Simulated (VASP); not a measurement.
## Cd: single point with LDA

The system is Cd.

```xyz
2
Lattice="-2.7204 2.7204 1.3614 2.7204 -2.7204 1.3614 2.7204 2.7204 -1.3614" Properties=species:S:1:pos:R:3 pbc="T T T"
Cd    0.0000   -1.3602   -0.3404
Cd    0.0000    1.3602    0.3404
```

```json
{"Program": "VASP 6.6.1", "Task": "single point", "Functional": "LDA", "Potentials or basis": "VASP PAW LDA potentials, release 64 (Cd)", "Cutoff": "520 eV", "k mesh": "15 × 15 × 15", "Occupations": "fermi-dirac, width 0.08 eV", "Spin": "no spin polarisation"}
```

```yaml
Pressure: 8.4 GPa
Band_gap_on_the_k_mesh: zero (bands 12 and 13 overlap by 6.43 eV)
```

Stress tensor (GPa, compression positive):
```
8.30 0.00 0.00
0.00 8.30 0.00
0.00 0.00 8.54
```

Levels at points of the mesh, in eV from the Fermi level:
| k point | band 9 | band 10 | band 11 | band 12 | band 13 | band 14 | band 15 | band 16 |
| --- | --- | --- | --- | --- | --- | --- | --- | --- |
| (0.00, 0.00, 0.00) | -8.59 | -8.37 | -7.95 | 0.93 | 0.93 | 3.32 | 6.40 | 11.41 |

Run time: 97 s on 1 thread of Intel(R) Xeon(R) 6975P-C (Granite Rapids) (shared host), peak memory 0.28 GiB.

Caveat: the cell stands under pressure.
